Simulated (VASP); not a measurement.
# Cu (Cmcm) in VASP: single point with PBE

Aim: the single point of Cu with PBE.

All numbers are computed with VASP 6.6.1; they aren't measurements. Logs are shortened: lines on timing, memory, paths and dates and some standing lists are left out, and cuts for length are marked.

### 1 The cell of the first run

Symmetry: Cmcm, No. 63, orthorhombic system. Conventional cell: a = 2.825 Å, b = 10.421 Å, c = 4.343 Å, α = 90.00°, β = 90.00°, γ = 90.00°. Within 3.7 Å of Cu (site symmetry m2m) lie 6 Cu at 2.83 to 3.11 Å.

### 2 Single point, PBE

The input, INCAR:

```
ALGO = Normal
EDIFF = 1E-6
ENCUT = 520
GGA = PE
ISIF = 2
ISMEAR = 1
LASPH = True
LCHARG = False
LREAL = False
LWAVE = False
NBANDS = 18
NELM = 80
PREC = Accurate
SIGMA = 0.1
```

The input, KPOINTS:

```
k-points
0
Gamma
  8 8 5
```

The input, POSCAR:

```
Cu
1.0
    1.4126150000     -5.2107470000      0.0000000000
    1.4126150000      5.2107470000      0.0000000000
    0.0000000000      0.0000000000      4.3434240000
Cu
2
Direct
    0.8327470000      0.1672530000      0.2500000000
    0.1672530000      0.8327470000      0.7500000000
```

Potentials or basis: VASP PAW PBE potentials, release 64 (Cu).

On the command line:

```console
$ cat potpaw_PBE.64/Cu/POTCAR > POTCAR
$ mpirun -np 1 vasp_std > vasp.out
```

OUTCAR:

```text
EDIFF = 1E-6
   ENCUT = 520
   GGA = PE
   ISIF = 2
   ISMEAR = 1
   LASPH = True
   LREAL = False
   NELM = 80
   PREC = Accurate

 ion  position               nearest neighbor table
   1  0.833  0.167  0.250-
   2  0.167  0.833  0.750-

  LATTYP: Found a base centered orthorhombic cell.
 ALAT       =     2.8252300000
 B/A-ratio  =     3.6887241039
 C/A-ratio  =     1.5373700548

  Lattice vectors:

 A1 = (   1.4126150000,  -5.2107470000,   0.0000000000)
 A2 = (   1.4126150000,   5.2107470000,   0.0000000000)
 A3 = (   0.0000000000,   0.0000000000,   4.3434240000)

Analysis of symmetry for initial positions (statically):
=====================================================================
 Subroutine PRICEL returns:
 Original cell was already a primitive cell.

 Routine SETGRP: Setting up the symmetry group for a
 base centered orthorhombic supercell.

 Subroutine GETGRP returns: Found  8 space group operations
 (whereof  4 operations were pure point group operations)
 out of a pool of  8 trial point group operations.

The static configuration has the point symmetry C_2h.
 The point group associated with its full space group is D_2h.

Analysis of symmetry for dynamics (positions and initial velocities):
=====================================================================
 Subroutine PRICEL returns:
 Original cell was already a primitive cell.

 Routine SETGRP: Setting up the symmetry group for a
 base centered orthorhombic supercell.

 Subroutine GETGRP returns: Found  8 space group operations
 (whereof  4 operations were pure point group operations)
 out of a pool of  8 trial point group operations.

The dynamic configuration has the point symmetry C_2h.
 The point group associated with its full space group is D_2h.

 Subroutine INISYM returns: Found  8 space group operations
 (whereof  4 operations are pure point group operations),
 and found     1 'primitive' translations

----------------------------------------------------------------------------------------

                                     Primitive cell

  volume of cell :      63.9420

  direct lattice vectors                    reciprocal lattice vectors
[... 76 lines left out ...]
   NGXF,Y,Z  is equivalent  to a cutoff of  24.63, 24.63, 24.50 a.u.
 SYSTEM =  unknown system
   PREC   = accura    normal or accurate (medium, high low for compatibility)
   ISTART =      0    job   : 0-new  1-cont  2-samecut
   ICHARG =      2    charge: 1-file 2-atom 10-const
   ISPIN  =      1    spin polarized calculation?
   LNONCOLLINEAR =      F non collinear calculations
   LSORBIT =      F    spin-orbit coupling
   LASPH  =      T    aspherical Exc in radial PAW
   ENCUT  =  520.0 eV  38.22 Ry    6.18 a.u.  10.04 10.04  8.08*2*pi/ulx,y,z
   NELM   =     80;   NELMIN=  2; NELMDL= -5     # of ELM steps
   EDIFF  = 0.1E-05   stopping-criterion for ELM
   LREAL  =      F    real-space projection
   EDIFFG = 0.1E-04   stopping-criterion for IOM
   NSW    =      0    number of steps for IOM
   IBRION =     -1    ionic relax: 0-MD 1-quasi-New 2-CG
   NFREE  =      0    steps in history (QN), initial steepest desc. (CG)
   ISIF   =      2    stress and relaxation
   ISYM   =      2    0-nonsym 1-usesym 2-fastsym
   POTIM  = 0.5000    time-step for ionic-motion
   TEBEG  =    0.0;   TEEND  =   0.0 temperature during run
   PSTRESS=    0.0 pullay stress
   NELECT =      22.0000    total number of electrons
   NUPDOWN=      -1.0000    fix difference up-down
   EMIN   =  10.00;   EMAX   =-10.00  energy-range for DOS
   EFERMI =   0.00;   METHOD = LEGACY
   ISMEAR =     1;   SIGMA  =   0.10  broadening in eV -4-tet -1-fermi 0-gaus
   EFERMI_NEDOS =   21; number of points for ismear=-14 and -15
   IALGO  =     38    algorithm
   IMIX   =      4    mixing-type and parameters
     AMIX     =   0.40;   BMIX     =  1.00
     AMIX_MAG =   1.60;   BMIX_MAG =  1.00
  volume/ion in A,a.u.               =      31.97       215.75
  Fermi-wavevector in a.u.,A,eV,Ry     =   1.147150  2.167800 17.904644  1.315954
  Thomas-Fermi vector in A             =   2.283832
   LORBIT       =      0    0 simple, 1 ext, 2 COOP (PROOUT), +10 PAW based schemes
   GGA     = PE    functional components
   LHFCALC =     F    Hartree Fock is set to
   AEXX    =    0.0000 exact exchange contribution
   IVDW    =     0    specifies the selected vdW correction
   LEPSILON=     F    determine dielectric tensor
   LRPA    =     F    only Hartree local field effects (RPA)
 non-spin polarized calculation
 Methfessel and Paxton  Order N= 1 SIGMA  =   0.10
  energy-cutoff  :      520.00
  volume of cell :       63.94
 maximum number of plane-waves:      1734
   NGX = 21   NGY = 21   NGZ = 17

 number of electron      21.9999988 magnetization

 Free energy of the ion-electron system (eV)
  ---------------------------------------------------
  ext. energy  EPLUGINS =         0.00000000
  ---------------------------------------------------
  free energy    TOTEN  =        -4.36435922 eV

  energy without entropy =       -4.36469498  energy(sigma->0) =       -4.36447114

 E-fermi :  -0.1087     XC(G=0):  -7.6463

 val. band max:       -0.1165285302   @ k =   0.5000   0.3750   0.4000
 cond. band min:      -0.0691059107   @ k =   0.3750   0.3750   0.0000
 fundamental gap:      0.0474226195
 Fermi energy:        -0.1087295413

 k-point     1 :       0.0000    0.0000    0.0000
  band No.  band energies     occupation
      1      -4.3728      2.00000
      2      -2.2869      2.00000
      3      -1.7851      2.00000
      4      -1.7510      2.00000
      5      -1.6716      2.00000
      6      -1.2427      2.00000
[... 481 lines left out ...]
      5      -1.5960      2.00000
      6      -1.5099      2.00000
[... 10 lines left out ...]
     17       9.6806      0.00000
     18      10.1999      0.00000

 [... further k-points ...]
[... 5 lines left out ...]
  --------------------------------------------------------------------------------------
  -------------------------------------------------------------------------------------
  Total       -4.8767760     -2.8521868     -3.5282980      0.0000000      0.0000000      0.0000000
  in kB     -122.1961064    -71.4665009    -88.4076430      0.0000000      0.0000000      0.0000000
  external PRESSURE =     -94.0234168 kB  Pullay stress =       0.0000000 kB

 VOLUME and BASIS-vectors are now :
 -----------------------------------------------------------------------------
  energy-cutoff  :      520.00
  volume of cell :       63.94
      direct lattice vectors                 reciprocal lattice vectors
     1.412615000 -5.210747000  0.000000000     0.353953483 -0.095955532  0.000000000
     1.412615000  5.210747000  0.000000000     0.353953483  0.095955532  0.000000000
     0.000000000  0.000000000  4.343424000     0.000000000  0.000000000  0.230233106

 POSITION                                       TOTAL-FORCE (eV/Angst)
 -----------------------------------------------------------------------------------
      1.41261     -3.46772      1.08586         0.000000      0.976189     -0.000000
      1.41261      3.46772      3.25757         0.000000     -0.976189      0.000000
 -----------------------------------------------------------------------------------
    total drift:                               -0.000000      0.000000      0.000000

  FREE ENERGIE OF THE ION-ELECTRON SYSTEM (eV)
  ---------------------------------------------------
  free  energy   TOTEN  =        -4.3643592217 eV

  energy  without entropy=       -4.3646949784  energy(sigma->0) =       -4.36447114
```

stdout:

```text
POSCAR found type information on POSCAR Cu
 POSCAR found :  1 types and       2 ions
 scaLAPACK will be used
 LDA part: xc-table for (Slater+PW92), standard interpolation
 POSCAR, INCAR and KPOINTS ok, starting setup
 FFT: planning ... GRIDC
 FFT: planning ... GRID_SOFT
 FFT: planning ... GRID
 WAVECAR not read
 entering main loop
```

Wall time 1.9 min (1 thread of AMD EPYC 7R13, shared host); peak memory 0.2 GiB.

What came out:

- Free energy: -4.3644 eV
- Pressure: -9.4 GPa
- Largest force: 0.976 eV/Å
- Band gap on the k mesh: zero (bands 11 and 12 overlap by 3.23 eV)

Forces in eV/Å, atoms in the order of the input:
```
Cu   0.000  0.976  0.000
Cu   0.000 -0.976  0.000
```

Levels at points of the mesh, in eV from the Fermi level:
```csv
k point,band 7,band 8,band 9,band 10,band 11,band 12,band 13,band 14,band 15,band 16
"(0.00, 0.00, 0.00)",-1.11,-1.06,-1.05,-0.96,-0.90,1.46,2.60,3.69,6.45,9.45
"(0.50, 0.00, 0.00)",-1.06,-1.05,-1.04,-1.01,1.26,1.46,3.94,5.16,8.77,8.85
"(0.50, 0.50, 0.00)",-1.11,-1.07,-1.06,-1.04,-0.94,-0.90,4.36,6.17,6.19,7.17
```

Caveat: the cell stands under tension.
